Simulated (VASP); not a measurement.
# CuO (P4/nmm) in VASP: notebook

CuO is run at these levels: PBE, revPBE, BLYP; tasks: single point.

All numbers are computed with VASP 6.6.1; they aren't measurements. Logs are shortened: lines on timing, memory, paths and dates and some standing lists are left out, and cuts for length are marked.

## Step 1: The cell of the first run

It takes space group P4/nmm (No. 129, tetragonal). The conventional cell has a = 3.133 Å, b = 3.133 Å, c = 4.587 Å, α = 90.00°, β = 90.00°, γ = 90.00°. Within 2.6 Å of Cu (site symmetry -4m2) lie 4 O at 1.99 Å and 4 Cu at 2.22 Å. Within 2.6 Å of O (site symmetry 4mm) lie 4 Cu at 1.99 Å.

## Step 2: Single point, PBE

The input, INCAR:

```
SYSTEM = CuO
  PREC = Accurate
  ENCUT = 700
  EDIFF = 1E-6
  ISMEAR = -1
  SIGMA = 0.05
  LREAL = .False.
  LASPH = .True.
  NELM = 120
  ALGO = Normal
  ISIF = 2
  LWAVE = .False.
  LCHARG = .True.
  GGA = PE
  LELF = .True.
  LVHAR = .True.
  NBANDS = 33
  GGA_COMPAT = .False.
```

The input, KPOINTS:

```
Automatic mesh
0
Gamma
  8 8 6
  0 0 0
```

The input, POSCAR:

```
CuO
1.0
    3.1325781376      0.0000000000      0.0000000000
    0.0000000000      3.1325781376      0.0000000000
    0.0000000000      0.0000000000      4.5866926551
Cu O
2 2
Direct
    0.0000000000      0.0000000000      0.0000000000
    0.5000000000      0.5000000000      0.0000000000
    0.5000000000      0.0000000000      0.2670000000
    0.0000000000      0.5000000000      0.7330000000
```

Potentials or basis: VASP PAW PBE potentials, release 64 (Cu_sv_GW, O).

On the command line:

```
cat potpaw_PBE.64/Cu_sv_GW/POTCAR potpaw_PBE.64/O/POTCAR > POTCAR
mpirun -np 1 vasp_std > vasp.out
```

OUTCAR:

```text
SYSTEM = CuO
   PREC = Accurate
   ENCUT = 700
   EDIFF = 1E-6
   ISMEAR = -1
   LREAL = .False.
   LASPH = .True.
   NELM = 120
   ISIF = 2
   GGA = PE

 ion  position               nearest neighbor table
   1  0.000  0.000  0.000-   3 1.99   4 1.99   4 1.99   3 1.99   2 2.22   2 2.22   2 2.22   2 2.22

   2  0.500  0.500  0.000-   3 1.99   4 1.99   3 1.99   4 1.99   1 2.22   1 2.22   1 2.22   1 2.22

   3  0.500  0.000  0.267-   1 1.99   2 1.99   2 1.99   1 1.99
   4  0.000  0.500  0.733-   1 1.99   2 1.99   1 1.99   2 1.99

  LATTYP: Found a simple tetragonal cell.
 ALAT       =     3.1325781376
 C/A-ratio  =     1.4641909806

  Lattice vectors:

 A1 = (   3.1325781376,   0.0000000000,   0.0000000000)
 A2 = (   0.0000000000,   3.1325781376,   0.0000000000)
 A3 = (   0.0000000000,   0.0000000000,   4.5866926551)

Analysis of symmetry for initial positions (statically):
=====================================================================
 Subroutine PRICEL returns:
 Original cell was already a primitive cell.

 Routine SETGRP: Setting up the symmetry group for a
 simple tetragonal supercell.

 Subroutine GETGRP returns: Found 16 space group operations
 (whereof  8 operations were pure point group operations)
 out of a pool of 16 trial point group operations.

The static configuration has the point symmetry D_2d.
 The point group associated with its full space group is D_4h.

Analysis of symmetry for dynamics (positions and initial velocities):
=====================================================================
 Subroutine PRICEL returns:
 Original cell was already a primitive cell.

 Routine SETGRP: Setting up the symmetry group for a
 simple tetragonal supercell.

 Subroutine GETGRP returns: Found 16 space group operations
 (whereof  8 operations were pure point group operations)
 out of a pool of 16 trial point group operations.

The dynamic configuration has the point symmetry D_2d.
 The point group associated with its full space group is D_4h.

 Subroutine INISYM returns: Found 16 space group operations
 (whereof  8 operations are pure point group operations),
 and found     1 'primitive' translations

----------------------------------------------------------------------------------------

                                     Primitive cell

  volume of cell :      45.0094

  direct lattice vectors                    reciprocal lattice vectors
     3.132578138  0.000000000  0.000000000     0.319225876  0.000000000  0.000000000
     0.000000000  3.132578138  0.000000000     0.000000000  0.319225876  0.000000000
     0.000000000  0.000000000  4.586692655     0.000000000  0.000000000  0.218022020

  length of vectors
     3.132578138  3.132578138  4.586692655     0.319225876  0.319225876  0.218022020

  position of ions in fractional coordinates (direct lattice)
     0.000000000  0.000000000  0.000000000
     0.500000000  0.500000000  0.000000000
     0.500000000  0.000000000  0.267000000
     0.000000000  0.500000000  0.733000000

  ion indices of the primitive-cell ions
   primitive index   ion index
                 1           1
                 2           2
                 3           3
                 4           4

----------------------------------------------------------------------------------------

 KPOINTS: Automatic mesh

Automatic generation of k-mesh.
 Grid dimensions read from file:
 generate k-points for:    8    8    6

 Generating k-lattice:

  Cartesian coordinates                     Fractional coordinates (reciprocal lattice)
     0.039903234  0.000000000  0.000000000     0.125000000  0.000000000  0.000000000
     0.000000000  0.039903234  0.000000000     0.000000000  0.125000000  0.000000000
     0.000000000  0.000000000  0.036337003     0.000000000  0.000000000  0.166666667

  Length of vectors
     0.039903234  0.039903234  0.036337003

  Shift w.r.t. Gamma in fractional coordinates (k-lattice)
     0.000000000  0.000000000  0.000000000

 Subroutine IBZKPT returns following result:
 ===========================================

 Found     60 irreducible k-points:

 Following reciprocal coordinates:
            Coordinates               Weight
  0.000000  0.000000  0.000000      1.000000
  0.125000  0.000000  0.000000      4.000000
  0.250000  0.000000  0.000000      4.000000
  0.375000  0.000000  0.000000      4.000000
  0.500000  0.000000  0.000000      2.000000
  0.125000  0.125000  0.000000      4.000000
[... 16 lines left out ...]
  0.375000  0.125000  0.166667     16.000000
  0.500000  0.125000  0.166667      8.000000
 [... further k-points ...]
   k-points           NKPTS =     60   k-points in BZ     NKDIM =     60   number of bands    NBANDS=     33
   number of dos      NEDOS =    301   number of ions     NIONS =      4
   total plane-waves  NPLWV =  31360
   dimension x,y,z NGX =    28 NGY =   28 NGZ =   40
   dimension x,y,z NGXF=    56 NGYF=   56 NGZF=   80
   ions per type =               2   2
   NGX,Y,Z   is equivalent  to a cutoff of  14.86, 14.86, 14.50 a.u.
   NGXF,Y,Z  is equivalent  to a cutoff of  29.72, 29.72, 29.00 a.u.
 SYSTEM =  CuO
   PREC   = accura    normal or accurate (medium, high low for compatibility)
   ISTART =      0    job   : 0-new  1-cont  2-samecut
   ICHARG =      2    charge: 1-file 2-atom 10-const
   ISPIN  =      1    spin polarized calculation?
   LNONCOLLINEAR =      F non collinear calculations
   LSORBIT =      F    spin-orbit coupling
   LASPH  =      T    aspherical Exc in radial PAW
   ENCUT  =  700.0 eV  51.45 Ry    7.17 a.u.   6.76  6.76  9.89*2*pi/ulx,y,z
   NELM   =    120;   NELMIN=  2; NELMDL= -5     # of ELM steps
   EDIFF  = 0.1E-05   stopping-criterion for ELM
   LREAL  =      F    real-space projection
   EDIFFG = 0.1E-04   stopping-criterion for IOM
   NSW    =      0    number of steps for IOM
   IBRION =     -1    ionic relax: 0-MD 1-quasi-New 2-CG
   NFREE  =      0    steps in history (QN), initial steepest desc. (CG)
   ISIF   =      2    stress and relaxation
   ISYM   =      2    0-nonsym 1-usesym 2-fastsym
   POTIM  = 0.5000    time-step for ionic-motion
   TEBEG  =    0.0;   TEEND  =   0.0 temperature during run
   PSTRESS=    0.0 pullay stress
   NELECT =      50.0000    total number of electrons
   NUPDOWN=      -1.0000    fix difference up-down
   EMIN   =  10.00;   EMAX   =-10.00  energy-range for DOS
   EFERMI =   0.00;   METHOD = LEGACY
   ISMEAR =    -1;   SIGMA  =   0.05  broadening in eV -4-tet -1-fermi 0-gaus
   EFERMI_NEDOS =   21; number of points for ismear=-14 and -15
   IALGO  =     38    algorithm
   IMIX   =      4    mixing-type and parameters
     AMIX     =   0.40;   BMIX     =  1.00
     AMIX_MAG =   1.60;   BMIX_MAG =  1.00
  volume/ion in A,a.u.               =      11.25        75.93
  Fermi-wavevector in a.u.,A,eV,Ry     =   1.695497  3.204025 39.112802  2.874710
  Thomas-Fermi vector in A             =   2.776530
   LORBIT       =      0    0 simple, 1 ext, 2 COOP (PROOUT), +10 PAW based schemes
   GGA     = PE    functional components
   LHFCALC =     F    Hartree Fock is set to
   AEXX    =    0.0000 exact exchange contribution
   IVDW    =     0    specifies the selected vdW correction
   LEPSILON=     F    determine dielectric tensor
   LRPA    =     F    only Hartree local field effects (RPA)
 non-spin polarized calculation
  energy-cutoff  :      700.00
  volume of cell :       45.01
 maximum number of plane-waves:      1916
 NGX is ok and might be reduce to    28
   NGX = 13   NGY = 13   NGZ = 19

 number of electron      49.9999992 magnetization

 Free energy of the ion-electron system (eV)
  ---------------------------------------------------
  ext. energy  EPLUGINS =         0.00000000
  ---------------------------------------------------
  free energy    TOTEN  =       -16.02816830 eV

  energy without entropy =      -15.97320559  energy(sigma->0) =      -16.00068694

 E-fermi :   3.5683     XC(G=0): -11.2835

 val. band max:        3.5589351348   @ k =   0.5000   0.0000   0.0000
 cond. band min:       3.5694697752   @ k =   0.5000   0.0000   0.1667
 fundamental gap:      0.0105346404
 Fermi energy:         3.5683362935

 k-point     1 :       0.0000    0.0000    0.0000
  band No.  band energies     occupation
      1    -109.0517      2.00000
      2    -108.9858      2.00000
      3     -66.5545      2.00000
      4     -66.5545      2.00000
      5     -66.4312      2.00000
      6     -66.3759      2.00000
[... 25 lines left out ...]
     32      16.0983      0.00000
     33      18.8143      0.00000

 k-point     2 :       0.1250    0.0000    0.0000
  band No.  band energies     occupation
      1    -109.0490      2.00000
      2    -108.9880      2.00000
      3     -66.5454      2.00000
      4     -66.5447      2.00000
      5     -66.4293      2.00000
      6     -66.3781      2.00000
[... 25 lines left out ...]
     32      16.9647      0.00000
     33      18.6192      0.00000

 k-point     3 :       0.2500    0.0000    0.0000
  band No.  band energies     occupation
      1    -109.0417      2.00000
      2    -108.9954      2.00000
      3     -66.5211      2.00000
      4     -66.5185      2.00000
      5     -66.4231      2.00000
      6     -66.3844      2.00000
[... 25 lines left out ...]
     32      17.6467      0.00000
     33      17.9497      0.00000

 k-point     4 :       0.3750    0.0000    0.0000
  band No.  band energies     occupation
      1    -109.0308      2.00000
      2    -109.0063      2.00000
      3     -66.4836      2.00000
      4     -66.4790      2.00000
      5     -66.4138      2.00000
      6     -66.3937      2.00000
[... 25 lines left out ...]
     32      17.1017      0.00000
     33      17.6156      0.00000

 k-point     5 :       0.5000    0.0000    0.0000
  band No.  band energies     occupation
      1    -109.0183      2.00000
      2    -109.0183      2.00000
      3     -66.4368      2.00000
      4     -66.4368      2.00000
      5     -66.4315      2.00000
      6     -66.4315      2.00000
[... 604 lines left out ...]
 k-point    22 :       0.2500    0.1250    0.1667
  band No.  band energies     occupation
      1    -109.0400      2.00000
      2    -108.9971      2.00000
      3     -66.5542      2.00000
      4     -66.4728      2.00000
      5     -66.4219      2.00000
      6     -66.3941      2.00000
[... 25 lines left out ...]
     32      17.0155      0.00000
     33      19.1991      0.00000

 k-point    23 :       0.3750    0.1250    0.1667
  band No.  band energies     occupation
      1    -109.0301      2.00000
      2    -109.0069      2.00000
      3     -66.5311      2.00000
      4     -66.4444      2.00000
      5     -66.4243      2.00000
      6     -66.4135      2.00000
[... 25 lines left out ...]
     32      17.2260      0.00000
     33      18.3436      0.00000

 k-point    24 :       0.5000    0.1250    0.1667
  band No.  band energies     occupation
      1    -109.0184      2.00000
      2    -109.0184      2.00000
      3     -66.4926      2.00000
      4     -66.4926      2.00000
      5     -66.4037      2.00000
      6     -66.4037      2.00000
[... 25 lines left out ...]
     32      16.9450      0.00000
     33      18.3653      0.00000

 [... further k-points ...]
[... 5 lines left out ...]
  --------------------------------------------------------------------------------------
  -------------------------------------------------------------------------------------
  Total       10.4339032     10.4339032     -1.6958231      0.0000000      0.0000000     -0.0000000
  in kB      371.4102791    371.4102791    -60.3653421      0.0000000      0.0000000     -0.0000000
  external PRESSURE =     227.4850721 kB  Pullay stress =       0.0000000 kB

 VOLUME and BASIS-vectors are now :
 -----------------------------------------------------------------------------
  energy-cutoff  :      700.00
  volume of cell :       45.01
      direct lattice vectors                 reciprocal lattice vectors
     3.132578138  0.000000000  0.000000000     0.319225876  0.000000000  0.000000000
     0.000000000  3.132578138  0.000000000     0.000000000  0.319225876  0.000000000
     0.000000000  0.000000000  4.586692655     0.000000000  0.000000000  0.218022020

 POSITION                                       TOTAL-FORCE (eV/Angst)
 -----------------------------------------------------------------------------------
      0.00000      0.00000      0.00000        -0.000000      0.000000      0.000000
      1.56629      1.56629      0.00000         0.000000      0.000000      0.000000
      1.56629      0.00000      1.22465        -0.000000     -0.000000     -0.344998
      0.00000      1.56629      3.36205        -0.000000      0.000000      0.344998
 -----------------------------------------------------------------------------------
    total drift:                                0.000000      0.000000     -0.000000

  FREE ENERGIE OF THE ION-ELECTRON SYSTEM (eV)
  ---------------------------------------------------
  free  energy   TOTEN  =       -16.0281683018 eV

  energy  without entropy=      -15.9732055853  energy(sigma->0) =      -16.00068694
```

Run time: 72 s. Hardware: 1 thread of Intel Xeon 6975P-C (Granite Rapids), shared host; peak memory 0.28 GiB.

What came out:

| Property | Result |
| --- | --- |
| Free energy | -16.0282 eV |
| Pressure | 22.7 GPa |
| Largest force | 0.345 eV/Å |
| Band gap on the k mesh | zero (band 25 reaches 4.02 eV, above the bottom of band 26 at 3.16 eV) |

Forces in eV/Å, atoms in the order of the input:
```
Cu   0.000  0.000  0.000
Cu   0.000  0.000  0.000
O    0.000  0.000 -0.345
O    0.000  0.000  0.345
```

Levels at points of the mesh, in eV from the Fermi level:
| k point | band 21 | band 22 | band 23 | band 24 | band 25 | band 26 | band 27 | band 28 | band 29 | band 30 |
| --- | --- | --- | --- | --- | --- | --- | --- | --- | --- | --- |
| (0.00, 0.00, 0.00) | -1.13 | -1.13 | -0.48 | -0.37 | 0.45 | 0.45 | 1.14 | 6.56 | 11.21 | 11.21 |
| (0.50, 0.00, 0.00) | -2.42 | -2.42 | -0.27 | -0.27 | -0.01 | -0.01 | 5.44 | 5.44 | 10.79 | 10.79 |
| (0.50, 0.50, 0.00) | -1.71 | -1.71 | -1.63 | -1.63 | -0.40 | -0.40 | 5.67 | 5.67 | 9.63 | 9.63 |
| (0.00, 0.00, 0.50) | -1.01 | -1.01 | -0.82 | -0.48 | 0.27 | 0.27 | 2.78 | 5.74 | 11.20 | 11.20 |
| (0.50, 0.00, 0.50) | -2.47 | -2.47 | 0.03 | 0.03 | 0.11 | 0.11 | 5.25 | 5.25 | 9.88 | 9.88 |
| (0.50, 0.50, 0.50) | -1.88 | -1.88 | -1.71 | -1.71 | -0.28 | -0.28 | 6.64 | 6.64 | 9.63 | 9.63 |

Caveat: semilocal functionals often make such compounds metallic where correlation or magnetic order opens a gap, which also shifts bond lengths. With open d or f shells a metallic result of PBE can be an artefact of self-interaction; +U or a hybrid may open a gap.

## Step 3: Single point, revPBE

This run uses another cell than the first one, of 11.72 Å³/atom, 1.042 times its volume.

The input, INCAR:

```
ALGO = Normal
EDIFF = 1E-6
ENCUT = 700
GGA = RE
GGA_COMPAT = False
ISIF = 2
ISMEAR = -1
LASPH = True
LCHARG = False
LREAL = False
LWAVE = False
NBANDS = 33
NELM = 120
PREC = Accurate
SIGMA = 0.05
```

The input, KPOINTS:

```
k-points
0
Gamma
  5 5 4
```

The input, POSCAR:

```
CuO
1.0
    3.1754955000      0.0000000000      0.0000000000
    0.0000000000      3.1754955000      0.0000000000
    0.0000000000      0.0000000000      4.6495318700
Cu O
2 2
Direct
    0.0000000000      0.0000000000      0.0000000000
    0.5000000000      0.5000000000      0.0000000000
    0.5000000000      0.0000000000      0.2670000000
    0.0000000000      0.5000000000      0.7330000000
```

Potentials or basis: VASP PAW PBE potentials, release 64 (Cu_sv_GW, O).

On the command line:

```
cat potpaw_PBE.64/Cu_sv_GW/POTCAR potpaw_PBE.64/O/POTCAR > POTCAR
mpirun -np 1 vasp_std > vasp.out
```

Run time: 43 s. Hardware: 1 thread of Intel Xeon Platinum 8559C (Emerald Rapids), shared host; peak memory 0.2 GiB.

The run converged. Its results:

* Free energy: -14.8549 eV
* Pressure: 17.9 GPa
* Largest force: 0.712 eV/Å
* Band gap on the k mesh: zero (band 25 reaches 3.67 eV, above the bottom of band 26 at 2.88 eV)

Forces in eV/Å, atoms in the order of the input:
```
Cu   0.000  0.000  0.000
Cu   0.000  0.000  0.000
O    0.000  0.000 -0.712
O    0.000  0.000  0.712
```

Stress tensor (GPa, compression positive):
```
30.59  0.00  0.00
 0.00 30.59  0.00
 0.00  0.00 -7.61
```

Levels at points of the mesh, in eV from the Fermi level:
```tsv
k point	band 21	band 22	band 23	band 24	band 25	band 26	band 27	band 28	band 29	band 30
(0.00, 0.00, 0.00)	-1.06	-1.06	-0.48	-0.33	0.43	0.43	1.19	6.56	10.95	10.95
(0.00, 0.00, 0.50)	-0.96	-0.96	-0.74	-0.48	0.26	0.26	2.74	5.75	10.94	10.94
```

Caveat: the k points lie up to 0.40 Å⁻¹ apart; the PAW data sets were made with another functional, which shifts forces and pressure a little; semilocal functionals often make such compounds metallic where correlation or magnetic order opens a gap, which also shifts bond lengths.

## Step 4: Single point, BLYP

This run uses another cell than the first one, of 11.72 Å³/atom, 1.042 times its volume.

The input, INCAR:

```
AGGAC = 1.0
AGGAX = 1.0
ALDAC = 0.0
ALDAX = 1.0
ALGO = Normal
EDIFF = 1E-6
ENCUT = 700
GGA = B5
GGA_COMPAT = F
ISIF = 2
ISMEAR = -1
LASPH = T
LCHARG = F
LREAL = F
LWAVE = F
NBANDS = 33
NELM = 120
PREC = Accurate
SIGMA = 0.05
```

KPOINTS is that of step 3.

POSCAR is that of step 3.

On the command line:

```
cat potpaw_PBE.64/Cu_sv_GW/POTCAR potpaw_PBE.64/O/POTCAR > POTCAR
mpirun -np 1 vasp_std > vasp.out
```

Wall time 2.4 min (1 thread of AMD EPYC 7R43 (Zen 3), shared host); peak memory 0.17 GiB.

Results (log left out):

```
Free energy            : -14.4852 eV
Pressure               : 20.6 GPa
Largest force          : 0.548 eV/Å
Band gap on the k mesh : zero (band 25 reaches 3.81 eV, above the bottom of band 26 at 2.99 eV)
```

Forces in eV/Å, atoms in the order of the input:
```
Cu   0.000  0.000  0.000
Cu   0.000  0.000  0.000
O    0.000  0.000 -0.548
O    0.000  0.000  0.548
```

Stress tensor (GPa, compression positive):
```
34.40  0.00  0.00
 0.00 34.40  0.00
 0.00  0.00 -6.98
```

Levels at points of the mesh, in eV from the Fermi level:
```csv
k point,band 22,band 23,band 24,band 25,band 26,band 27,band 28,band 29
"(0.00, 0.00, 0.00)",-1.06,-0.51,-0.29,0.45,0.45,1.22,6.70,11.08
"(0.00, 0.00, 0.50)",-0.95,-0.75,-0.51,0.27,0.27,2.77,5.86,11.07
```

Caveat: the k points lie up to 0.40 Å⁻¹ apart; the PAW data sets were made with another functional, which shifts forces and pressure a little; semilocal functionals often make such compounds metallic where correlation or magnetic order opens a gap, which also shifts bond lengths.

## Step 5: Summary

| level | cell | k mesh | gap on the mesh (eV) | pressure (GPa) | largest force (eV/Å) |
| --- | --- | --- | --- | --- | --- |
| PBE | a = 3.133, b = 3.133, c = 4.587 Å, 4 atoms | 8 × 8 × 6 | none | 22.7 | 0.34 |
| revPBE | a = 3.175, b = 3.175, c = 4.650 Å, 4 atoms | 5 × 5 × 4 | none | 17.9 | 0.71 |
| BLYP | a = 3.175, b = 3.175, c = 4.650 Å, 4 atoms | 5 × 5 × 4 | none | 20.6 | 0.55 |

Alike in all rows: task single point; potentials or basis VASP PAW PBE potentials, release 64 (Cu_sv_GW, O); no spin polarisation; cutoff (eV) 700; smearing fermi-dirac 0.05 eV.

Caveats: some runs use coarse meshes; semilocal functionals often make such compounds metallic where correlation or magnetic order opens a gap, which also shifts bond lengths; the PAW data sets were made with another functional, which shifts forces and pressure a little (some runs).

Absolute energies hang on the potentials; compare differences alone.
